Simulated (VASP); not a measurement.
# Mg2BeS3 (P-4m2) in VASP: notebook

Mg2BeS3 is run at these levels: PBE; tasks: single point, relaxation of cell and atoms.

All numbers are computed with VASP 6.6.1; they aren't measurements. Logs are shortened: lines on timing, memory, paths and dates and some standing lists are left out, and cuts for length are marked.

## (1) The cell of the first run

It takes space group P-4m2 (No. 115, tetragonal). The conventional cell has a = 3.609 Å, b = 3.609 Å, c = 7.843 Å, α = 90.00°, β = 90.00°, γ = 90.00°. Mg (site symmetry 2mm) has 7 S at 2.70 to 2.84 Å and 2 Be at 2.74 Å and 4 Mg at 3.61 Å within 3.7 Å. Be (site symmetry -4m2) has 8 S at 2.55 to 3.45 Å and 4 Mg at 2.74 Å and 4 Be at 3.61 Å within 3.7 Å. S (site symmetry 2mm) has 5 Mg at 2.70 to 2.84 Å and 10 S at 3.22 to 3.61 Å and 2 Be at 3.45 Å within 3.7 Å. S (site symmetry -4m2) has 4 Be at 2.55 Å and 4 Mg at 2.74 Å and 8 S at 3.45 to 3.61 Å within 3.7 Å.

The cell was built from a structure type or drawn by symmetry, and may not be a known phase.

## (2) Single point, PBE

File INCAR:

```
SYSTEM = Mg2BeS3
PREC = Accurate ; ENCUT = 600
EDIFF = 1E-6 ; ISMEAR = 0
SIGMA = 0.1 ; LREAL = .False.
LASPH = .True. ; NELM = 120
ALGO = Normal ; ISIF = 2
LWAVE = .False. ; LCHARG = .True.
GGA = PE ; LELF = .True.
LVHAR = .True. ; NBANDS = 21
GGA_COMPAT = .False.
```

File KPOINTS:

```
regular mesh
0
Gamma
  6 6 2
  0 0 0
```

File POSCAR:

```
Mg2BeS3
1.0
    3.6094375900      0.0000000000      0.0000000000
    0.0000000000      3.6094375900      0.0000000000
    0.0000000000      0.0000000000      7.8425993200
Mg Be S
2 1 3
Direct
    0.5000000000      0.0000000000      0.2626059900
    0.0000000000      0.5000000000      0.7373940100
    0.0000000000      0.0000000000      0.0000000000
    0.5000000000      0.0000000000      0.6250519800
    0.0000000000      0.5000000000      0.3749480200
    0.5000000000      0.5000000000      0.0000000000
```

Potentials or basis: VASP PAW PBE potentials, release 64 (Mg, Be, S).

Command:

```
$ cat potpaw_PBE.64/Mg/POTCAR potpaw_PBE.64/Be/POTCAR potpaw_PBE.64/S/POTCAR > POTCAR
$ mpirun -np 1 vasp_std > vasp.out
```

OUTCAR:

```text
SYSTEM = Mg2BeS3
   PREC = Accurate
   ENCUT = 600
   EDIFF = 1E-6
   ISMEAR = 0
   LREAL = .False.
   LASPH = .True.
   NELM = 120
   ISIF = 2
   GGA = PE

 ion  position               nearest neighbor table
   1  0.500  0.000  0.263-   5 2.70   5 2.70   5 2.70   5 2.70   6 2.74   3 2.74   6 2.74   3 2.74
                             4 2.84
   2  0.000  0.500  0.737-   4 2.70   4 2.70   4 2.70   4 2.70   3 2.74   6 2.74   6 2.74   3 2.74
                             5 2.84
   3  0.000  0.000  0.000-   6 2.55   6 2.55   6 2.55   6 2.55   2 2.74   1 2.74   1 2.74   2 2.74

   4  0.500  0.000  0.625-   2 2.70   2 2.70   2 2.70   2 2.70   1 2.84
   5  0.000  0.500  0.375-   1 2.70   1 2.70   1 2.70   1 2.70   2 2.84
   6  0.500  0.500  0.000-   3 2.55   3 2.55   3 2.55   3 2.55   2 2.74   2 2.74   1 2.74   1 2.74

  LATTYP: Found a simple tetragonal cell.
 ALAT       =     3.6094375900
 C/A-ratio  =     2.1728036916

  Lattice vectors:

 A1 = (   3.6094375900,   0.0000000000,   0.0000000000)
 A2 = (   0.0000000000,   3.6094375900,   0.0000000000)
 A3 = (   0.0000000000,   0.0000000000,   7.8425993200)

Analysis of symmetry for initial positions (statically):
=====================================================================
 Subroutine PRICEL returns:
 Original cell was already a primitive cell.

 Routine SETGRP: Setting up the symmetry group for a
 simple tetragonal supercell.

 Subroutine GETGRP returns: Found  8 space group operations
 (whereof  8 operations were pure point group operations)
 out of a pool of 16 trial point group operations.

The static configuration has the point symmetry D_2d.

Analysis of symmetry for dynamics (positions and initial velocities):
=====================================================================
 Subroutine PRICEL returns:
 Original cell was already a primitive cell.

 Routine SETGRP: Setting up the symmetry group for a
 simple tetragonal supercell.

 Subroutine GETGRP returns: Found  8 space group operations
 (whereof  8 operations were pure point group operations)
 out of a pool of 16 trial point group operations.

The dynamic configuration has the point symmetry D_2d.

 Subroutine INISYM returns: Found  8 space group operations
 (whereof  8 operations are pure point group operations),
 and found     1 'primitive' translations

----------------------------------------------------------------------------------------

                                     Primitive cell

  volume of cell :     102.1737

  direct lattice vectors                    reciprocal lattice vectors
     3.609437590  0.000000000  0.000000000     0.277051473  0.000000000  0.000000000
     0.000000000  3.609437590  0.000000000     0.000000000  0.277051473  0.000000000
     0.000000000  0.000000000  7.842599320     0.000000000  0.000000000  0.127508745

  length of vectors
     3.609437590  3.609437590  7.842599320     0.277051473  0.277051473  0.127508745

  position of ions in fractional coordinates (direct lattice)
     0.500000000  0.000000000  0.262605990
     0.000000000  0.500000000  0.737394010
     0.000000000  0.000000000  0.000000000
     0.500000000  0.000000000  0.625051980
     0.000000000  0.500000000  0.374948020
     0.500000000  0.500000000  0.000000000

  ion indices of the primitive-cell ions
   primitive index   ion index
                 1           1
                 2           2
                 3           3
                 4           4
                 5           5
                 6           6

----------------------------------------------------------------------------------------

 KPOINTS: regular mesh

Automatic generation of k-mesh.
 Grid dimensions read from file:
 generate k-points for:    6    6    2

 Generating k-lattice:

  Cartesian coordinates                     Fractional coordinates (reciprocal lattice)
     0.046175245  0.000000000  0.000000000     0.166666667  0.000000000  0.000000000
     0.000000000  0.046175245  0.000000000     0.000000000  0.166666667  0.000000000
     0.000000000  0.000000000  0.063754373     0.000000000  0.000000000  0.500000000

  Length of vectors
     0.046175245  0.046175245  0.063754373

  Shift w.r.t. Gamma in fractional coordinates (k-lattice)
     0.000000000  0.000000000  0.000000000

 Subroutine IBZKPT returns following result:
 ===========================================

 Found     20 irreducible k-points:

 Following reciprocal coordinates:
            Coordinates               Weight
  0.000000  0.000000  0.000000      1.000000
  0.166667  0.000000  0.000000      4.000000
  0.333333  0.000000  0.000000      4.000000
  0.500000  0.000000  0.000000      2.000000
  0.166667  0.166667  0.000000      4.000000
  0.333333  0.166667  0.000000      8.000000
[... 12 lines left out ...]
  0.500000  0.333333  0.500000      4.000000
  0.500000  0.500000  0.500000      1.000000
   k-points           NKPTS =     20   k-points in BZ     NKDIM =     20   number of bands    NBANDS=     21
   number of dos      NEDOS =    301   number of ions     NIONS =      6
   total plane-waves  NPLWV =  57600
   dimension x,y,z NGX =    30 NGY =   30 NGZ =   64
   dimension x,y,z NGXF=    60 NGYF=   60 NGZF=  128
   ions per type =               2   1   3
   NGX,Y,Z   is equivalent  to a cutoff of  13.82, 13.82, 13.57 a.u.
   NGXF,Y,Z  is equivalent  to a cutoff of  27.64, 27.64, 27.13 a.u.
 SYSTEM =  Mg2BeS3
   PREC   = accura    normal or accurate (medium, high low for compatibility)
   ISTART =      0    job   : 0-new  1-cont  2-samecut
   ICHARG =      2    charge: 1-file 2-atom 10-const
   ISPIN  =      1    spin polarized calculation?
   LNONCOLLINEAR =      F non collinear calculations
   LSORBIT =      F    spin-orbit coupling
   LASPH  =      T    aspherical Exc in radial PAW
   ENCUT  =  600.0 eV  44.10 Ry    6.64 a.u.   7.21  7.21 15.66*2*pi/ulx,y,z
   NELM   =    120;   NELMIN=  2; NELMDL= -5     # of ELM steps
   EDIFF  = 0.1E-05   stopping-criterion for ELM
   LREAL  =      F    real-space projection
   EDIFFG = 0.1E-04   stopping-criterion for IOM
   NSW    =      0    number of steps for IOM
   IBRION =     -1    ionic relax: 0-MD 1-quasi-New 2-CG
   NFREE  =      0    steps in history (QN), initial steepest desc. (CG)
   ISIF   =      2    stress and relaxation
   ISYM   =      2    0-nonsym 1-usesym 2-fastsym
   POTIM  = 0.5000    time-step for ionic-motion
   TEBEG  =    0.0;   TEEND  =   0.0 temperature during run
   PSTRESS=    0.0 pullay stress
   NELECT =      24.0000    total number of electrons
   NUPDOWN=      -1.0000    fix difference up-down
   EMIN   =  10.00;   EMAX   =-10.00  energy-range for DOS
   EFERMI =   0.00;   METHOD = LEGACY
   ISMEAR =     0;   SIGMA  =   0.10  broadening in eV -4-tet -1-fermi 0-gaus
   EFERMI_NEDOS =   21; number of points for ismear=-14 and -15
   IALGO  =     38    algorithm
   IMIX   =      4    mixing-type and parameters
     AMIX     =   0.40;   BMIX     =  1.00
     AMIX_MAG =   1.60;   BMIX_MAG =  1.00
  volume/ion in A,a.u.               =      17.03       114.92
  Fermi-wavevector in a.u.,A,eV,Ry     =   1.010103  1.908817 13.882127  1.020308
  Thomas-Fermi vector in A             =   2.143072
   LORBIT       =      0    0 simple, 1 ext, 2 COOP (PROOUT), +10 PAW based schemes
   GGA     = PE    functional components
   LHFCALC =     F    Hartree Fock is set to
   AEXX    =    0.0000 exact exchange contribution
   IVDW    =     0    specifies the selected vdW correction
   LEPSILON=     F    determine dielectric tensor
   LRPA    =     F    only Hartree local field effects (RPA)
 non-spin polarized calculation
 Gauss-broadening in eV      SIGMA  =   0.10
  energy-cutoff  :      600.00
  volume of cell :      102.17
 maximum number of plane-waves:      3464
 NGX is ok and might be reduce to    30
   NGX = 15   NGY = 15   NGZ = 31

 number of electron      24.0000001 magnetization

 Free energy of the ion-electron system (eV)
  ---------------------------------------------------
  ext. energy  EPLUGINS =         0.00000000
  ---------------------------------------------------
  free energy    TOTEN  =       -21.49221676 eV

  energy without entropy =      -21.46699777  energy(sigma->0) =      -21.47960727

 E-fermi :   4.5227     XC(G=0):  -9.7771

 val. band max:        4.5222797220   @ k =   0.3333   0.3333   0.5000
 cond. band min:       4.5253203522   @ k =   0.3333   0.1667   0.0000
 fundamental gap:      0.0030406302
 Fermi energy:         4.5226701185

 k-point     1 :       0.0000    0.0000    0.0000
  band No.  band energies     occupation
      1      -9.5420      2.00000
      2      -8.0637      2.00000
      3      -6.7774      2.00000
      4      -0.5008      2.00000
      5       1.2302      2.00000
      6       1.2302      2.00000
[... 13 lines left out ...]
     20      10.9034      0.00000
     21      12.1732      0.00000

 k-point     2 :       0.1667    0.0000    0.0000
  band No.  band energies     occupation
      1      -9.3922      2.00000
      2      -7.9012      2.00000
      3      -6.7199      2.00000
      4      -0.6059      2.00000
      5      -0.0754      2.00000
      6       1.4288      2.00000
[... 13 lines left out ...]
     20      11.1862      0.00000
     21      12.0103      0.00000

 k-point     3 :       0.3333    0.0000    0.0000
  band No.  band energies     occupation
      1      -9.0462      2.00000
      2      -7.4764      2.00000
      3      -6.6952      2.00000
      4      -1.7286      2.00000
      5      -0.5951      2.00000
      6       0.7330      2.00000
[... 13 lines left out ...]
     20      11.7014      0.00000
     21      12.4386      0.00000
[... 361 lines left out ...]
 k-point    19 :       0.5000    0.3333    0.5000
  band No.  band energies     occupation
      1      -8.3762      2.00000
      2      -6.6491      2.00000
      3      -6.6237      2.00000
      4      -1.6997      2.00000
      5      -0.7229      2.00000
      6       0.2034      2.00000
[... 13 lines left out ...]
     20      11.8857      0.00000
     21      11.9386      0.00000

 k-point    20 :       0.5000    0.5000    0.5000
  band No.  band energies     occupation
      1      -8.1910      2.00000
      2      -6.5054      2.00000
      3      -6.5054      2.00000
      4      -1.3110      2.00000
      5      -1.3110      2.00000
      6      -0.0063      2.00000
[... 13 lines left out ...]
     20      12.5384      0.00000
     21      12.5388      0.00000

------------------------ aborting loop because EDIFF is reached ----------------------------------------

  FORCE on cell =-STRESS in cart. coord.  units (eV):
  Direction    XX          YY          ZZ          XY          YZ          ZX
  --------------------------------------------------------------------------------------
  -------------------------------------------------------------------------------------
  Total       -4.6677875     -4.6677875      1.8067311      0.0000000     -0.0000000      0.0000000
  in kB      -73.1951925    -73.1951925     28.3312016      0.0000000     -0.0000000      0.0000000
  external PRESSURE =     -39.3530611 kB  Pullay stress =       0.0000000 kB

 VOLUME and BASIS-vectors are now :
 -----------------------------------------------------------------------------
  energy-cutoff  :      600.00
  volume of cell :      102.17
      direct lattice vectors                 reciprocal lattice vectors
     3.609437590  0.000000000  0.000000000     0.277051473  0.000000000  0.000000000
     0.000000000  3.609437590  0.000000000     0.000000000  0.277051473  0.000000000
     0.000000000  0.000000000  7.842599320     0.000000000  0.000000000  0.127508745

 POSITION                                       TOTAL-FORCE (eV/Angst)
 -----------------------------------------------------------------------------------
      1.80472      0.00000      2.05951        -0.000000      0.000000      1.766278
      0.00000      1.80472      5.78309         0.000000      0.000000     -1.766278
      0.00000      0.00000      0.00000        -0.000000      0.000000      0.000000
      1.80472      0.00000      4.90203        -0.000000      0.000000      1.148968
      0.00000      1.80472      2.94057         0.000000      0.000000     -1.148968
      1.80472      1.80472      0.00000        -0.000000     -0.000000      0.000000
 -----------------------------------------------------------------------------------
    total drift:                                0.000000      0.000000     -0.000000

  FREE ENERGIE OF THE ION-ELECTRON SYSTEM (eV)
  ---------------------------------------------------
  free  energy   TOTEN  =       -21.4922167601 eV

  energy  without entropy=      -21.4669977704  energy(sigma->0) =      -21.47960727
```

It took 60 s on 1 thread of Intel Xeon Platinum 8259CL at 2.50GHz (Skylake/Cascade Lake), shared host; peak memory 0.25 GiB.

Results:

| Quantity | Value |
| --- | --- |
| Free energy | -21.4922 eV |
| Pressure | -3.9 GPa |
| Largest force | 1.766 eV/Å |
| Band gap on the k mesh | zero (bands 12 and 13 overlap by 1.11 eV) |

Forces on the atoms (eV/Å):
```
Mg   0.000  0.000  1.766
Mg   0.000  0.000 -1.766
Be   0.000  0.000  0.000
S    0.000  0.000  1.149
S    0.000  0.000 -1.149
S    0.000  0.000  0.000
```

Caveat: the k points lie up to 0.40 Å⁻¹ apart, too coarse for converged energies and pressures of a metal; forces of over 1 eV/Å act on the atoms, so gaps and moduli don't describe the material at rest.

## (3) Single point, PBE

This run uses another cell than the first one, of 22.34 Å³/atom.

File INCAR:

```
SYSTEM = Mg2BeS3
PREC     = Accurate       ! precision mode
ENCUT    = 600            ! plane-wave cutoff, eV
EDIFF    = 1E-6           ! SCF threshold, eV
ISMEAR   = 0              ! smearing method
SIGMA    = 0.1            ! smearing width, eV
LREAL    = .FALSE.        ! projectors in reciprocal space
LASPH    = .TRUE.         ! aspherical terms in the spheres
NELM     = 120            ! most SCF steps
ALGO     = Normal         ! electronic algorithm
ISIF     = 2              ! what is computed and relaxed
LWAVE    = .FALSE.        ! write WAVECAR
LCHARG   = .FALSE.        ! write CHGCAR
GGA      = PE             ! functional
NBANDS   = 21             ! bands
GGA_COMPAT= .FALSE.
```

File KPOINTS:

```
regular mesh
0
G
  6 6 2
  0 0 0
```

File POSCAR:

```
Mg2BeS3
1.0
    3.4174694562      0.0000000000      0.0000000000
    0.0000000000      3.4174694562      0.0000000000
    0.0000000000      0.0000000000     11.4755673961
Mg Be S
2 1 3
Direct
    0.5000000000      0.0000000000      0.4024798904
    0.0000000000      0.5000000000      0.5975201096
    0.0000000000      0.0000000000      0.0000000000
    0.5000000000      0.0000000000      0.6304426247
    0.0000000000      0.5000000000      0.3695573753
    0.5000000000      0.5000000000      0.0000000000
```

Potentials or basis: VASP PAW PBE potentials, release 64 (Mg, Be, S).

Command:

```
$ cat potpaw_PBE.64/Mg/POTCAR potpaw_PBE.64/Be/POTCAR potpaw_PBE.64/S/POTCAR > POTCAR
$ mpirun -np 1 vasp_std > vasp.out
```

It took 83 s on 1 thread of Intel Xeon Platinum 8259CL at 2.50GHz (Skylake/Cascade Lake), shared host; peak memory 0.28 GiB.

It converged, with:

* Free energy: -23.9697 eV
* Pressure: -0.1 GPa
* Largest force: 0.010 eV/Å
* Band gap on the k mesh: 0.26 eV (least direct gap 0.49 eV)

Forces on the atoms (eV/Å):
```
Mg   0.000  0.000  0.010
Mg   0.000  0.000 -0.010
Be   0.000  0.000  0.000
S    0.000  0.000 -0.007
S    0.000  0.000  0.007
S    0.000  0.000  0.000
```

Stress tensor (GPa, compression positive):
```
-0.14  0.00  0.00
 0.00 -0.14  0.00
 0.00  0.00  0.04
```

Levels at points of the mesh, in eV from the valence-band top:
```csv
k point,band 10,band 11,band 12,band 13,band 14,band 15
"(0.00, 0.00, 0.00)",-1.03,-0.45,-0.45,1.91,3.85,4.60
"(0.50, 0.00, 0.00)",-0.34,-0.34,0.00,2.51,4.36,4.47
"(0.50, 0.50, 0.00)",-1.29,-1.29,-0.23,0.26,3.17,3.17
"(0.00, 0.00, 0.50)",-1.03,-0.45,-0.45,2.01,3.96,4.59
"(0.50, 0.00, 0.50)",-0.34,-0.34,0.00,2.63,4.35,4.36
"(0.50, 0.50, 0.50)",-1.29,-1.29,-0.24,0.26,3.15,3.15
```

A k mesh can miss the band edges.

(Part 1 of 2 ends here.)
